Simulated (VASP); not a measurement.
# Si32O (a cell with a defect) in VASP: single point with PBEsol

Aim: the single point of Si32O (a cell with a defect) with PBEsol.

Everything below comes from runs of VASP 6.6.1. Logs are shortened: lines on timing, memory, paths and dates and some standing lists are left out, and cuts for length are marked.

### 1 The cell of the first run

The cell holds a defect, 33 atoms: a = 9.412 Å, b = 9.412 Å, c = 9.412 Å, α = 109.47°, β = 109.47°, γ = 109.47°.

### 2 Single point, PBEsol

Contents of INCAR:

```
SYSTEM = Si32O
ALGO = Normal ; EDIFF = 1E-6
ENCUT = 520 ; GGA = PS
ISIF = 2 ; ISMEAR = 0
LASPH = .TRUE. ; LCHARG = .TRUE.
LELF = .TRUE. ; LREAL = Auto
LVHAR = .TRUE. ; LWAVE = .FALSE.
NBANDS = 89 ; NELM = 100
PREC = Accurate ; SIGMA = 0.02
```

Contents of KPOINTS:

```
Automatic mesh
0
Gamma
  2 2 2
  0.5 0.5 0.5
```

Contents of POSCAR:

```
Si32O
1.0
   -5.4338342764      5.4338342764     -5.4338342764
    5.4338342764     -5.4338342764     -5.4338342764
   -5.4338342764     -5.4338342764      5.4338342764
Si O
32 1
Direct
    0.5103403709      0.0083556100      0.2508970518
    0.2648552434      1.0081507314      0.4988206048
    1.0209278049      1.0101443513      0.7392589276
    0.7560640040      0.7451954355      0.2732392864
    0.7603809373      0.9916226233      1.0372071935
    0.4945247432      0.7493898034      0.4838978088
    0.2543049585      0.7564972156      0.7552283142
    0.0062627968      0.5091655099      0.2553866992
    1.0037536521      0.7591869369      1.0060122782
    0.7562457357      0.5001967969      0.5133468115
    0.5083017552      0.5108755363      0.7577789992
    0.2561596341      0.2576097151      0.2561713201
    0.2516691585      0.5027467459     -0.0035450106
    1.0050031382      0.2573942135      0.5038232417
    0.7566195969      0.2529883007      0.7649414370
    0.5052677098      0.2579692219      0.0052178625
    0.7558281668      0.2506032445      0.5130913749
    0.5057133435      0.2589271090      0.7552945657
    0.2548429764      0.2572679675      0.0045998826
    0.0157442233      0.0078953457      0.4920281635
    0.0072220642      0.2606675927      0.2575415312
    0.7599909732     -0.0078324987      0.7127938216
    0.5080908544      0.0076102799      0.0004938502
    0.2557578920      0.7583917342      0.5056666914
    0.2608065370      0.0071378695      0.2497031435
    0.0043213500      0.7595723002      0.7546780581
    0.7554586304      0.7401305957      0.0275492392
    0.5073731291      0.5103578539      0.5057223611
    0.4997442619      0.7517682344      0.2406947716
    0.2545699647      0.5052743349      0.7508241497
    0.0076308915      0.5100708559      0.0057422620
    0.7557943049      0.4957282212      0.2642230011
   -0.2220113715     -0.0705425452     -0.1398356044
```

Potentials or basis: VASP PAW PBE potentials, release 64 (Si, O).

Command:

```bash
$ cat potpaw_PBE.64/Si/POTCAR potpaw_PBE.64/O/POTCAR > POTCAR
$ mpirun -np 1 vasp_std > vasp.out
```

OUTCAR:

```text
SYSTEM = Si32O
   EDIFF = 1E-6
   ENCUT = 520
   GGA = PS
   ISIF = 2
   ISMEAR = 0
   LASPH = .TRUE.
   LREAL = Auto
   NELM = 100
   PREC = Accurate

 ion  position               nearest neighbor table
   1  0.510  0.008  0.251-  25 2.34  23 2.35  29 2.35  17 2.36
   2  0.265  0.008  0.499-  20 2.32  25 2.33  24 2.35  18 2.35
   3  0.021  0.010  0.739-  20 2.30  22 2.33  19 2.35  26 2.37
   4  0.756  0.745  0.273-  27 2.29  32 2.32  29 2.35  20 2.36
   5  0.760  0.992  0.037-  33 1.66  27 2.32  21 2.34  23 2.35  22 3.05
   6  0.495  0.749  0.484-  29 2.31  22 2.33  24 2.35  28 2.36
   7  0.254  0.756  0.755-  30 2.35  23 2.35  24 2.36  26 2.36
   8  0.006  0.509  0.255-  21 2.35  32 2.35  24 2.35  31 2.36
   9  0.004  0.759  0.006-  25 2.35  31 2.36  27 2.37  26 2.37
  10  0.756  0.500  0.513-  32 2.33  17 2.35  26 2.35  28 2.35
  11  0.508  0.511  0.758-  30 2.35  18 2.36  27 2.36  28 2.37
[... 8 lines left out ...]
  20  0.016  0.008  0.492-   3 2.30   2 2.32  14 2.35   4 2.36
  21  0.007  0.261  0.258-  14 2.34   5 2.34   8 2.35  12 2.36
  22  0.760  0.992  0.713-  33 1.66   3 2.33   6 2.33  15 2.35   5 3.05
  23  0.508  0.008  0.000-   5 2.35   1 2.35  16 2.35   7 2.35
  24  0.256  0.758  0.506-   2 2.35   6 2.35   8 2.35   7 2.36
  25  0.261  0.007  0.250-   2 2.33   1 2.34   9 2.35  12 2.35
  26  0.004  0.760  0.755-  10 2.35   7 2.36   3 2.37   9 2.37
  27  0.755  0.740  0.028-   4 2.29   5 2.32  11 2.36   9 2.37
  28  0.507  0.510  0.506-  10 2.35  12 2.36   6 2.36  11 2.37
  29  0.500  0.752  0.241-   6 2.31  13 2.33   1 2.35   4 2.35
  30  0.255  0.505  0.751-  13 2.33  14 2.34  11 2.35   7 2.35
  31  0.008  0.510  0.006-  13 2.35  15 2.35   9 2.36   8 2.36
  32  0.756  0.496  0.264-   4 2.32  10 2.33   8 2.35  16 2.35
  33  0.778  0.929  0.860-   5 1.66  22 1.66

  LATTYP: Found a body centered cubic cell.
 ALAT       =    10.8676685528

  Lattice vectors:

 A1 = (  -5.4338342764,   5.4338342764,  -5.4338342764)
 A2 = (   5.4338342764,  -5.4338342764,  -5.4338342764)
 A3 = (  -5.4338342764,  -5.4338342764,   5.4338342764)

Analysis of symmetry for initial positions (statically):
=====================================================================
 Subroutine PRICEL returns:
 Original cell was already a primitive cell.

 Routine SETGRP: Setting up the symmetry group for a
 body centered cubic supercell.

 Subroutine GETGRP returns: Found  1 space group operations
 (whereof  1 operations were pure point group operations)
 out of a pool of 48 trial point group operations.

The static configuration has the point symmetry C_1 .

Analysis of symmetry for dynamics (positions and initial velocities):
=====================================================================
 Subroutine PRICEL returns:
 Original cell was already a primitive cell.

 Routine SETGRP: Setting up the symmetry group for a
 body centered cubic supercell.

 Subroutine GETGRP returns: Found  1 space group operations
 (whereof  1 operations were pure point group operations)
 out of a pool of 48 trial point group operations.

The dynamic configuration has the point symmetry C_1 .

 Subroutine INISYM returns: Found  1 space group operations
 (whereof  1 operations are pure point group operations),
 and found     1 'primitive' translations

----------------------------------------------------------------------------------------

                                     Primitive cell

  volume of cell :     641.7696

  direct lattice vectors                    reciprocal lattice vectors
    -5.433834276  5.433834276 -5.433834276    -0.092016056  0.000000000 -0.092016056
     5.433834276 -5.433834276 -5.433834276     0.000000000 -0.092016056 -0.092016056
    -5.433834276 -5.433834276  5.433834276    -0.092016056 -0.092016056  0.000000000

  length of vectors
     9.411677047  9.411677047  9.411677047     0.130130355  0.130130355  0.130130355

  position of ions in fractional coordinates (direct lattice)
     0.510340371  0.008355610  0.250897052
     0.264855243  0.008150731  0.498820605
     0.020927805  0.010144351  0.739258928
     0.756064004  0.745195436  0.273239286
     0.760380937  0.991622623  0.037207194
     0.494524743  0.749389803  0.483897809
[... 25 lines left out ...]
     0.755794305  0.495728221  0.264223001
     0.777988628  0.929457455  0.860164396

  ion indices of the primitive-cell ions
   primitive index   ion index
                 1           1
                 2           2
                 3           3
                 4           4
                 5           5
                 6           6
[... 25 lines left out ...]
                32          32
                33          33

----------------------------------------------------------------------------------------

 KPOINTS: Automatic mesh

Automatic generation of k-mesh.
 Grid dimensions read from file:
 generate k-points for:    2    2    2

 Generating k-lattice:

  Cartesian coordinates                     Fractional coordinates (reciprocal lattice)
    -0.046008028  0.000000000 -0.046008028     0.500000000  0.000000000  0.000000000
     0.000000000 -0.046008028 -0.046008028     0.000000000  0.500000000  0.000000000
    -0.046008028 -0.046008028  0.000000000     0.000000000  0.000000000  0.500000000

  Length of vectors
     0.065065177  0.065065177  0.065065177

  Shift w.r.t. Gamma in fractional coordinates (k-lattice)
     0.500000000  0.500000000  0.500000000

 Subroutine IBZKPT returns following result:
 ===========================================

 Found      4 irreducible k-points:

 Following reciprocal coordinates:
            Coordinates               Weight
  0.250000  0.250000  0.250000      2.000000
 -0.250000  0.250000  0.250000      2.000000
  0.250000 -0.250000  0.250000      2.000000
  0.250000  0.250000 -0.250000      2.000000
   k-points           NKPTS =      4   k-points in BZ     NKDIM =      4   number of bands    NBANDS=     89
   number of dos      NEDOS =    301   number of ions     NIONS =     33
   total plane-waves  NPLWV = 343000
   dimension x,y,z NGX =    70 NGY =   70 NGZ =   70
   dimension x,y,z NGXF=   140 NGYF=  140 NGZF=  140
   ions per type =              32   1
   NGX,Y,Z   is equivalent  to a cutoff of  12.36, 12.36, 12.36 a.u.
   NGXF,Y,Z  is equivalent  to a cutoff of  24.73, 24.73, 24.73 a.u.
 SYSTEM =  Si32O
   PREC   = accura    normal or accurate (medium, high low for compatibility)
   ISTART =      0    job   : 0-new  1-cont  2-samecut
   ICHARG =      2    charge: 1-file 2-atom 10-const
   ISPIN  =      1    spin polarized calculation?
   LNONCOLLINEAR =      F non collinear calculations
   LSORBIT =      F    spin-orbit coupling
   LASPH  =      T    aspherical Exc in radial PAW
   ENCUT  =  520.0 eV  38.22 Ry    6.18 a.u.  17.50 17.50 17.50*2*pi/ulx,y,z
   NELM   =    100;   NELMIN=  2; NELMDL= -5     # of ELM steps
   EDIFF  = 0.1E-05   stopping-criterion for ELM
   LREAL  =      T    real-space projection
   EDIFFG = 0.1E-04   stopping-criterion for IOM
   NSW    =      0    number of steps for IOM
   IBRION =     -1    ionic relax: 0-MD 1-quasi-New 2-CG
   NFREE  =      0    steps in history (QN), initial steepest desc. (CG)
   ISIF   =      2    stress and relaxation
   ISYM   =      2    0-nonsym 1-usesym 2-fastsym
   POTIM  = 0.5000    time-step for ionic-motion
   TEBEG  =    0.0;   TEEND  =   0.0 temperature during run
   PSTRESS=    0.0 pullay stress
   NELECT =     134.0000    total number of electrons
   NUPDOWN=      -1.0000    fix difference up-down
   EMIN   =  10.00;   EMAX   =-10.00  energy-range for DOS
   EFERMI =   0.00;   METHOD = LEGACY
   ISMEAR =     0;   SIGMA  =   0.02  broadening in eV -4-tet -1-fermi 0-gaus
   EFERMI_NEDOS =   21; number of points for ismear=-14 and -15
   IALGO  =     38    algorithm
   IMIX   =      4    mixing-type and parameters
     AMIX     =   0.40;   BMIX     =  1.00
     AMIX_MAG =   1.60;   BMIX_MAG =  1.00
  volume/ion in A,a.u.               =      19.45       131.24
  Fermi-wavevector in a.u.,A,eV,Ry     =   0.971218  1.835336 12.833891  0.943264
  Thomas-Fermi vector in A             =   2.101417
   LORBIT       =      0    0 simple, 1 ext, 2 COOP (PROOUT), +10 PAW based schemes
   GGA     = PS    functional components
   LHFCALC =     F    Hartree Fock is set to
   AEXX    =    0.0000 exact exchange contribution
   IVDW    =     0    specifies the selected vdW correction
   LEPSILON=     F    determine dielectric tensor
   LRPA    =     F    only Hartree local field effects (RPA)
 non-spin polarized calculation
 Gauss-broadening in eV      SIGMA  =   0.02
  energy-cutoff  :      520.00
  volume of cell :      641.77
 maximum number of plane-waves:     17304
 NGX is ok and might be reduce to    70
   NGX = 35   NGY = 35   NGZ = 35

 number of electron     134.0000000 magnetization

 Free energy of the ion-electron system (eV)
  ---------------------------------------------------
  ext. energy  EPLUGINS =         0.00000000
  ---------------------------------------------------
  free energy    TOTEN  =      -191.41674286 eV

  energy without entropy =     -191.41674286  energy(sigma->0) =     -191.41674286

 E-fermi :   5.3386     XC(G=0):  -9.6104

 val. band max:        5.2123342431   @ k =  -0.2500   0.2500   0.2500
 cond. band min:       6.4555995053   @ k =  -0.2500   0.2500   0.2500
 fundamental gap:      1.2432652622
 Fermi energy:         5.3385596066

 k-point     1 :       0.2500    0.2500    0.2500
  band No.  band energies     occupation
      1     -14.5807      2.00000
      2      -5.5397      2.00000
      3      -5.3650      2.00000
      4      -5.3638      2.00000
      5      -5.0395      2.00000
      6      -4.4528      2.00000
[... 71 lines left out ...]
     78       7.5917      0.00000
     79       7.6230      0.00000

 k-point     2 :      -0.2500    0.2500    0.2500
  band No.  band energies     occupation
      1     -14.5807      2.00000
      2      -5.8468      2.00000
      3      -5.1237      2.00000
      4      -4.8625      2.00000
      5      -4.8029      2.00000
      6      -4.6405      2.00000
[... 71 lines left out ...]
     78       8.1288      0.00000
     79       8.1655      0.00000

 k-point     3 :       0.2500   -0.2500    0.2500
  band No.  band energies     occupation
      1     -14.5808      2.00000
      2      -5.8484      2.00000
      3      -5.1142      2.00000
      4      -4.8602      2.00000
      5      -4.8082      2.00000
      6      -4.6456      2.00000
[... 71 lines left out ...]
     78       8.1289      0.00000
     79       8.1655      0.00000

 k-point     4 :       0.2500    0.2500   -0.2500
  band No.  band energies     occupation
      1     -14.5808      2.00000
      2      -5.8491      2.00000
      3      -5.1093      2.00000
      4      -4.8599      2.00000
      5      -4.8099      2.00000
      6      -4.6478      2.00000
[... 71 lines left out ...]
     78       8.1292      0.00000
     79       8.1650      0.00000
 [bands above 79 left out]

------------------------ aborting loop because EDIFF is reached ----------------------------------------

  FORCE on cell =-STRESS in cart. coord.  units (eV):
  Direction    XX          YY          ZZ          XY          YZ          ZX
  --------------------------------------------------------------------------------------
  -------------------------------------------------------------------------------------
  Total        5.3381663      4.9280398      5.6821090      3.4857194     -3.4622228     -3.2445093
  in kB       13.3267277     12.3028472     14.1853804      8.7020954     -8.6434363     -8.0999148
  external PRESSURE =      13.2716517 kB  Pullay stress =       0.0000000 kB

 VOLUME and BASIS-vectors are now :
 -----------------------------------------------------------------------------
  energy-cutoff  :      520.00
  volume of cell :      641.77
      direct lattice vectors                 reciprocal lattice vectors
    -5.433834276  5.433834276 -5.433834276    -0.092016056  0.000000000 -0.092016056
     5.433834276 -5.433834276 -5.433834276     0.000000000 -0.092016056 -0.092016056
    -5.433834276 -5.433834276  5.433834276    -0.092016056 -0.092016056  0.000000000

 POSITION                                       TOTAL-FORCE (eV/Angst)
 -----------------------------------------------------------------------------------
     -4.09103      1.36437     -1.45518        -0.025371     -0.022756      0.056924
     -4.10540     -1.31562      1.22704        -0.011065     -0.014708      0.053344
     -4.07561     -3.95842      3.84817        -0.023933     -0.018724      0.059647
     -1.54380     -1.42568     -6.67286         0.055905      0.031187     -0.071882
      1.05435     -1.45871     -9.31792        -0.012574     -0.113710      0.025784
     -1.24453     -4.01431     -4.12981        -0.060213     -0.003352      0.025156
[... 25 lines left out ...]
     -2.84890     -0.02259     -5.36482         0.044267      0.029043     -0.053318
     -3.85093     -5.49705     -4.60399         0.227189     -0.362281     -0.087391
 -----------------------------------------------------------------------------------
    total drift:                               -0.012501     -0.001186     -0.002243

  FREE ENERGIE OF THE ION-ELECTRON SYSTEM (eV)
  ---------------------------------------------------
  free  energy   TOTEN  =      -191.4167428563 eV

  energy  without entropy=     -191.4167428563  energy(sigma->0) =     -191.41674286
```

Wall time 5.4 min (1 thread of Intel Xeon 6975P-C (Granite Rapids), shared host); peak memory 0.72 GiB.

Results:

```
Free energy            : -191.4167 eV
Pressure               : 1.3 GPa
Largest force          : 0.436 eV/Å
Band gap on the k mesh : 1.24 eV
```

Forces on the atoms (eV/Å):
```
Si  -0.025 -0.023  0.057
Si  -0.011 -0.015  0.053
Si  -0.024 -0.019  0.060
Si   0.056  0.031 -0.072
Si  -0.013 -0.114  0.026
Si  -0.060 -0.003  0.025
Si  -0.025  0.025  0.002
Si  -0.017  0.036  0.017
Si  -0.024  0.042  0.005
Si   0.040  0.024 -0.050
Si  -0.008  0.031  0.015
Si  -0.021  0.025  0.003
Si  -0.035  0.000  0.012
Si  -0.047  0.003  0.011
Si   0.073  0.049 -0.079
Si  -0.021  0.037  0.006
Si   0.055  0.036 -0.069
Si  -0.021  0.037  0.005
Si  -0.022  0.032  0.007
Si  -0.027 -0.024  0.055
Si  -0.063 -0.004  0.021
Si   0.078 -0.013 -0.071
Si  -0.018 -0.027  0.075
Si  -0.017  0.032  0.010
Si  -0.012 -0.011  0.049
Si  -0.022  0.030  0.007
Si   0.079  0.049 -0.090
Si  -0.023  0.028  0.015
Si  -0.044  0.001  0.007
Si  -0.036  0.004  0.009
Si  -0.016  0.033  0.021
Si   0.044  0.029 -0.053
O    0.227 -0.362 -0.087
```

Stress tensor (GPa, compression positive):
```
 1.33  0.87 -0.81
 0.87  1.23 -0.86
-0.81 -0.86  1.42
```

Caveat: the PAW data sets were made with another functional, which shifts forces and pressure a little.
